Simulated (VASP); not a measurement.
# Si8C7 (a cell with a defect) in VASP: a series of runs

Si8C7 (a cell with a defect) is run at these levels: PBE; tasks: single point.

Everything below comes from runs of VASP 6.6.1. Logs are shortened: lines on timing, memory, paths and dates and some standing lists are left out, and cuts for length are marked.

**1. The cell of the first run**

The cell holds a defect, 15 atoms: a = 6.193 Å, b = 6.193 Å, c = 6.193 Å, α = 60.00°, β = 60.00°, γ = 60.00°.

**2. Single point, PBE**

INCAR reads:

```
  PREC = Accurate
  ENCUT = 520
  EDIFF = 1E-6
  ISMEAR = 0
  SIGMA = 0.05
  LREAL = Auto
  LASPH = T
  NELM = 80
  ALGO = Normal
  ISIF = 2
  LWAVE = F
  LCHARG = T
  GGA = PE
  LELF = T
  LVHAR = T
  NBANDS = 43
  NELECT = 56.0
```

KPOINTS reads:

```
regular mesh
0
Gamma
  6 6 6
```

POSCAR reads:

```
Si8C7
1.0
   -4.3794502696     -4.3794502696      0.0000000000
    0.0000000000     -4.3794502696      4.3794502696
   -4.3794502696      0.0000000000      4.3794502696
Si C
8 7
Direct
    0.5000000000      0.5000000000      0.0000000000
    0.0000000000      0.5000000000      0.0000000000
    0.5000000000      0.0000000000      0.0000000000
    0.0000000000      0.0000000000      0.0000000000
    0.5000000000      0.5000000000      0.5000000000
    0.0000000000      0.5000000000      0.5000000000
    0.5000000000      0.0000000000      0.5000000000
    0.0000000000      0.0000000000      0.5000000000
    0.7500000000      0.3346349577      0.4153650423
    0.3750000000      0.8750000000      0.3750000000
    0.8750000000      0.8750000000      0.3750000000
    0.3750000000      0.3750000000      0.8750000000
    0.8750000000      0.3750000000      0.8750000000
    0.3750000000      0.8750000000      0.8750000000
    0.8750000000      0.8750000000      0.8750000000
```

Potentials or basis: VASP PAW PBE potentials, release 64 (Si, C).

The run is started by

```bash
$ cat potpaw_PBE.64/Si/POTCAR potpaw_PBE.64/C/POTCAR > POTCAR
$ mpirun -np 1 vasp_std > vasp.out
```

OUTCAR:

```text
PREC = Accurate
   ENCUT = 520
   EDIFF = 1E-6
   ISMEAR = 0
   LREAL = Auto
   LASPH = T
   NELM = 80
   ISIF = 2
   GGA = PE
   NELECT = 56.0

 ion  position               nearest neighbor table
   1  0.500  0.500  0.000-  12 1.90  13 1.90  14 1.90   2 3.10   3 3.10   5 3.10   5 3.10   6 3.10
                             7 3.10   3 3.10   4 3.10   7 3.10   2 3.10   4 3.10   6 3.10
   2  0.000  0.500  0.000-  13 1.90  12 1.90  15 1.90   9 2.24   4 3.10   6 3.10   1 3.10   5 3.10
                             6 3.10   8 3.10   3 3.10   4 3.10   8 3.10   1 3.10   3 3.10   5 3.10
   3  0.500  0.000  0.000-  14 1.90  12 1.90  10 1.90  15 1.90   4 3.10   7 3.10   1 3.10   5 3.10
                             7 3.10   8 3.10   1 3.10   2 3.10   5 3.10   2 3.10   4 3.10   8 3.10
   4  0.000  0.000  0.000-  15 1.90  13 1.90  14 1.90  11 1.90   3 3.10   8 3.10   2 3.10   6 3.10
                             7 3.10   8 3.10   1 3.10   2 3.10   6 3.10   1 3.10   3 3.10   7 3.10
   5  0.500  0.500  0.500-   9 1.36  10 1.90  12 1.90   1 3.10   6 3.10   7 3.10   1 3.10   2 3.10
                             3 3.10   3 3.10   7 3.10   8 3.10   2 3.10   6 3.10   8 3.10
   6  0.000  0.500  0.500-  11 1.90  13 1.90   9 2.58   2 3.10   5 3.10   8 3.10   1 3.10   2 3.10
                             4 3.10   4 3.10   7 3.10   8 3.10   1 3.10   5 3.10   7 3.10
   7  0.500  0.000  0.500-  10 1.90  11 1.90  14 1.90   3 3.10   5 3.10   8 3.10   1 3.10   3 3.10
                             4 3.10   1 3.10   5 3.10   6 3.10   4 3.10   6 3.10   8 3.10
   8  0.000  0.000  0.500-   9 1.87  11 1.90  10 1.90  15 1.90   6 3.10   7 3.10   4 3.10   2 3.10
                             3 3.10   4 3.10   2 3.10   5 3.10   6 3.10   3 3.10   5 3.10   7 3.10
   9  0.750  0.335  0.415-   5 1.36   8 1.87   2 2.24   6 2.58
  10  0.375  0.875  0.375-   7 1.90   5 1.90   3 1.90   8 1.90
  11  0.875  0.875  0.375-   8 1.90   6 1.90   7 1.90   4 1.90
  12  0.375  0.375  0.875-   1 1.90   2 1.90   3 1.90   5 1.90
  13  0.875  0.375  0.875-   2 1.90   1 1.90   4 1.90   6 1.90
  14  0.375  0.875  0.875-   3 1.90   1 1.90   4 1.90   7 1.90
  15  0.875  0.875  0.875-   4 1.90   3 1.90   2 1.90   8 1.90

  LATTYP: Found a face centered cubic cell.
 ALAT       =     8.7589005392

  Lattice vectors:

 A1 = (  -4.3794502696,  -4.3794502696,   0.0000000000)
 A2 = (   0.0000000000,  -4.3794502696,   4.3794502696)
 A3 = (  -4.3794502696,   0.0000000000,   4.3794502696)

Analysis of symmetry for initial positions (statically):
=====================================================================
 Subroutine PRICEL returns:
 Original cell was already a primitive cell.

 Routine SETGRP: Setting up the symmetry group for a
 face centered cubic supercell.

 Subroutine GETGRP returns: Found  1 space group operations
 (whereof  1 operations were pure point group operations)
 out of a pool of 48 trial point group operations.

The static configuration has the point symmetry C_1 .

Analysis of symmetry for dynamics (positions and initial velocities):
=====================================================================
 Subroutine PRICEL returns:
 Original cell was already a primitive cell.

 Routine SETGRP: Setting up the symmetry group for a
 face centered cubic supercell.

 Subroutine GETGRP returns: Found  1 space group operations
 (whereof  1 operations were pure point group operations)
 out of a pool of 48 trial point group operations.

The dynamic configuration has the point symmetry C_1 .

 Subroutine INISYM returns: Found  1 space group operations
 (whereof  1 operations are pure point group operations),
 and found     1 'primitive' translations

----------------------------------------------------------------------------------------

                                     Primitive cell

  volume of cell :     167.9921

  direct lattice vectors                    reciprocal lattice vectors
    -4.379450270 -4.379450270  0.000000000    -0.114169580 -0.114169580 -0.114169580
     0.000000000 -4.379450270  4.379450270     0.114169580 -0.114169580  0.114169580
    -4.379450270  0.000000000  4.379450270    -0.114169580  0.114169580  0.114169580

  length of vectors
     6.193477967  6.193477967  6.193477967     0.197747514  0.197747514  0.197747514

  position of ions in fractional coordinates (direct lattice)
     0.500000000  0.500000000  0.000000000
     0.000000000  0.500000000  0.000000000
     0.500000000  0.000000000  0.000000000
     0.000000000  0.000000000  0.000000000
     0.500000000  0.500000000  0.500000000
     0.000000000  0.500000000  0.500000000
     0.500000000  0.000000000  0.500000000
     0.000000000  0.000000000  0.500000000
     0.750000000  0.334634958  0.415365042
     0.375000000  0.875000000  0.375000000
     0.875000000  0.875000000  0.375000000
     0.375000000  0.375000000  0.875000000
     0.875000000  0.375000000  0.875000000
     0.375000000  0.875000000  0.875000000
     0.875000000  0.875000000  0.875000000

  ion indices of the primitive-cell ions
   primitive index   ion index
                 1           1
                 2           2
                 3           3
                 4           4
                 5           5
                 6           6
                 7           7
                 8           8
                 9           9
                10          10
                11          11
                12          12
                13          13
                14          14
                15          15

----------------------------------------------------------------------------------------

 KPOINTS: regular mesh

Automatic generation of k-mesh.
 Grid dimensions read from file:
 generate k-points for:    6    6    6

 Generating k-lattice:

  Cartesian coordinates                     Fractional coordinates (reciprocal lattice)
    -0.019028263 -0.019028263 -0.019028263     0.166666667  0.000000000  0.000000000
     0.019028263 -0.019028263  0.019028263     0.000000000  0.166666667  0.000000000
    -0.019028263  0.019028263  0.019028263     0.000000000  0.000000000  0.166666667

  Length of vectors
     0.032957919  0.032957919  0.032957919

  Shift w.r.t. Gamma in fractional coordinates (k-lattice)
     0.000000000  0.000000000  0.000000000

 Subroutine IBZKPT returns following result:
 ===========================================

 Found    112 irreducible k-points:

 Following reciprocal coordinates:
            Coordinates               Weight
  0.000000  0.000000  0.000000      1.000000
  0.166667  0.000000  0.000000      2.000000
  0.000000  0.166667  0.000000      2.000000
  0.000000  0.000000  0.166667      2.000000
  0.166667  0.166667  0.166667      2.000000
  0.333333  0.000000  0.000000      2.000000
[... 16 lines left out ...]
  0.166667 -0.166667 -0.166667      2.000000
  0.333333  0.333333  0.166667      2.000000
 [... further k-points ...]
   k-points           NKPTS =    112   k-points in BZ     NKDIM =    112   number of bands    NBANDS=     43
   number of dos      NEDOS =    301   number of ions     NIONS =     15
   total plane-waves  NPLWV = 110592
   dimension x,y,z NGX =    48 NGY =   48 NGZ =   48
   dimension x,y,z NGXF=    96 NGYF=   96 NGZF=   96
   ions per type =               8   7
   NGX,Y,Z   is equivalent  to a cutoff of  12.88, 12.88, 12.88 a.u.
   NGXF,Y,Z  is equivalent  to a cutoff of  25.77, 25.77, 25.77 a.u.
 SYSTEM =  unknown system
   PREC   = accura    normal or accurate (medium, high low for compatibility)
   ISTART =      0    job   : 0-new  1-cont  2-samecut
   ICHARG =      2    charge: 1-file 2-atom 10-const
   ISPIN  =      1    spin polarized calculation?
   LNONCOLLINEAR =      F non collinear calculations
   LSORBIT =      F    spin-orbit coupling
   LASPH  =      T    aspherical Exc in radial PAW
   ENCUT  =  520.0 eV  38.22 Ry    6.18 a.u.  11.52 11.52 11.52*2*pi/ulx,y,z
   NELM   =     80;   NELMIN=  2; NELMDL= -5     # of ELM steps
   EDIFF  = 0.1E-05   stopping-criterion for ELM
   LREAL  =      T    real-space projection
   EDIFFG = 0.1E-04   stopping-criterion for IOM
   NSW    =      0    number of steps for IOM
   IBRION =     -1    ionic relax: 0-MD 1-quasi-New 2-CG
   NFREE  =      0    steps in history (QN), initial steepest desc. (CG)
   ISIF   =      2    stress and relaxation
   ISYM   =      2    0-nonsym 1-usesym 2-fastsym
   POTIM  = 0.5000    time-step for ionic-motion
   TEBEG  =    0.0;   TEEND  =   0.0 temperature during run
   PSTRESS=    0.0 pullay stress
   NELECT =      56.0000    total number of electrons
   NUPDOWN=      -1.0000    fix difference up-down
   EMIN   =  10.00;   EMAX   =-10.00  energy-range for DOS
   EFERMI =   0.00;   METHOD = LEGACY
   ISMEAR =     0;   SIGMA  =   0.05  broadening in eV -4-tet -1-fermi 0-gaus
   EFERMI_NEDOS =   21; number of points for ismear=-14 and -15
   IALGO  =     38    algorithm
   IMIX   =      4    mixing-type and parameters
     AMIX     =   0.40;   BMIX     =  1.00
     AMIX_MAG =   1.60;   BMIX_MAG =  1.00
  volume/ion in A,a.u.               =      11.20        75.58
  Fermi-wavevector in a.u.,A,eV,Ry     =   1.135119  2.145063 17.531029  1.288494
  Thomas-Fermi vector in A             =   2.271823
   LORBIT       =      0    0 simple, 1 ext, 2 COOP (PROOUT), +10 PAW based schemes
   GGA     = PE    functional components
   LHFCALC =     F    Hartree Fock is set to
   AEXX    =    0.0000 exact exchange contribution
   IVDW    =     0    specifies the selected vdW correction
   LEPSILON=     F    determine dielectric tensor
   LRPA    =     F    only Hartree local field effects (RPA)
 non-spin polarized calculation
 Gauss-broadening in eV      SIGMA  =   0.05
  energy-cutoff  :      520.00
  volume of cell :      167.99
 maximum number of plane-waves:      4573
 NGX is ok and might be reduce to    48
   NGX = 23   NGY = 23   NGZ = 23

 number of electron      56.0000008 magnetization

 Free energy of the ion-electron system (eV)
  ---------------------------------------------------
  ext. energy  EPLUGINS =         0.00000000
  ---------------------------------------------------
  free energy    TOTEN  =      -131.67244656 eV

  energy without entropy =     -131.66351197  energy(sigma->0) =     -131.66797927

 E-fermi :   6.8306     XC(G=0): -10.8107

 val. band max:        6.8272994571   @ k =  -0.1667   0.1667   0.5000
 cond. band min:       6.8337968664   @ k =   0.3333  -0.1667  -0.3333
 fundamental gap:      0.0064974093
 Fermi energy:         6.8305664661

 k-point     1 :       0.0000    0.0000    0.0000
  band No.  band energies     occupation
      1      -7.3806      2.00000
      2      -4.6240      2.00000
      3      -4.1992      2.00000
      4      -4.0946      2.00000
      5      -3.4408      2.00000
      6      -3.0204      2.00000
[... 32 lines left out ...]
     39      12.8366      0.00000
     40      13.0977      0.00000

 k-point     2 :       0.1667    0.0000    0.0000
  band No.  band energies     occupation
      1      -7.2568      2.00000
      2      -4.7670      2.00000
      3      -4.3282      2.00000
      4      -4.1476      2.00000
      5      -3.5479      2.00000
      6      -3.1662      2.00000
[... 935 lines left out ...]
     39      13.6083      0.00000
     40      13.7990      0.00000

 k-point    24 :       0.3333    0.3333    0.1667
  band No.  band energies     occupation
      1      -6.9420      2.00000
      2      -5.1699      2.00000
      3      -4.4497      2.00000
      4      -4.1935      2.00000
      5      -4.0736      2.00000
      6      -3.3716      2.00000
[... 32 lines left out ...]
     39      13.5899      0.00000
     40      13.7869      0.00000

 [... further k-points ...]

 [bands above 40 left out]

------------------------ aborting loop because EDIFF is reached ----------------------------------------

  FORCE on cell =-STRESS in cart. coord.  units (eV):
  Direction    XX          YY          ZZ          XY          YZ          ZX
  --------------------------------------------------------------------------------------
  -------------------------------------------------------------------------------------
  Total      -36.9854227    -46.6977951    -22.3954007      5.7592229      6.0742544     14.9617039
  in kB     -352.7381041   -445.3671338   -213.5898581     54.9269748     57.9314989    142.6930576
  external PRESSURE =    -337.2316986 kB  Pullay stress =       0.0000000 kB

 VOLUME and BASIS-vectors are now :
 -----------------------------------------------------------------------------
  energy-cutoff  :      520.00
  volume of cell :      167.99
      direct lattice vectors                 reciprocal lattice vectors
    -4.379450270 -4.379450270  0.000000000    -0.114169580 -0.114169580 -0.114169580
     0.000000000 -4.379450270  4.379450270     0.114169580 -0.114169580  0.114169580
    -4.379450270  0.000000000  4.379450270    -0.114169580  0.114169580  0.114169580

 POSITION                                       TOTAL-FORCE (eV/Angst)
 -----------------------------------------------------------------------------------
     -2.18973     -4.37945      2.18973         1.436961     -0.901179     -1.027613
      0.00000     -2.18973      2.18973         0.672041      0.456540      0.039753
     -2.18973     -2.18973      0.00000         0.111467     -0.051647      0.048340
      0.00000      0.00000      0.00000        -0.084875     -0.060151      0.114687
     -4.37945     -4.37945      4.37945        14.020586      6.769869     23.558290
     -2.18973     -2.18973      4.37945         0.474151      0.505555      1.120552
     -4.37945     -2.18973      2.18973        -1.032107      1.319453     -0.995172
     -2.18973      0.00000      2.18973         0.072675      0.924703     -0.312866
     -5.10366     -4.75010      3.28459       -15.462065    -11.081849    -23.027954
     -3.28459     -5.47431      5.47431         0.963345     -0.231842      0.469155
     -5.47431     -7.66404      5.47431         0.326716      0.277055     -1.151904
     -5.47431     -3.28459      5.47431        -0.637470      1.364217      1.035914
     -7.66404     -5.47431      5.47431        -0.290924      0.349950     -0.438238
     -5.47431     -5.47431      7.66404        -0.037372     -0.118434      0.379299
     -7.66404     -7.66404      7.66404        -0.533129      0.477760      0.187756
 -----------------------------------------------------------------------------------
    total drift:                                0.008491     -0.008735      0.000422

  FREE ENERGIE OF THE ION-ELECTRON SYSTEM (eV)
  ---------------------------------------------------
  free  energy   TOTEN  =      -131.6724465629 eV

  energy  without entropy=     -131.6635119736  energy(sigma->0) =     -131.66797927
```

Wall time 39 min (1 thread of AMD EPYC 7R13, shared host); peak memory 0.63 GiB.

What came out:

- Free energy: -131.6724 eV
- Largest force: 29.869 eV/Å

Forces on the atoms (eV/Å):
```
Si    1.437  -0.901  -1.028
Si    0.672   0.457   0.040
Si    0.111  -0.052   0.048
Si   -0.085  -0.060   0.115
Si   14.021   6.770  23.558
Si    0.474   0.506   1.121
Si   -1.032   1.319  -0.995
Si    0.073   0.925  -0.313
C   -15.462 -11.082 -23.028
C     0.963  -0.232   0.469
C     0.327   0.277  -1.152
C    -0.637   1.364   1.036
C    -0.291   0.350  -0.438
C    -0.037  -0.118   0.379
C    -0.533   0.478   0.188
```

Caveat: the cell carries a net charge on a neutralising background, which shifts energy and pressure; the cell differs from its parent crystal (atoms taken out, atom 9 moved 0.250 of the way to it and -0.250 Å across, host rigid); the cell is charged against a uniform background, so pressure and absolute levels hang on convention.

[end of part 1 of 2]
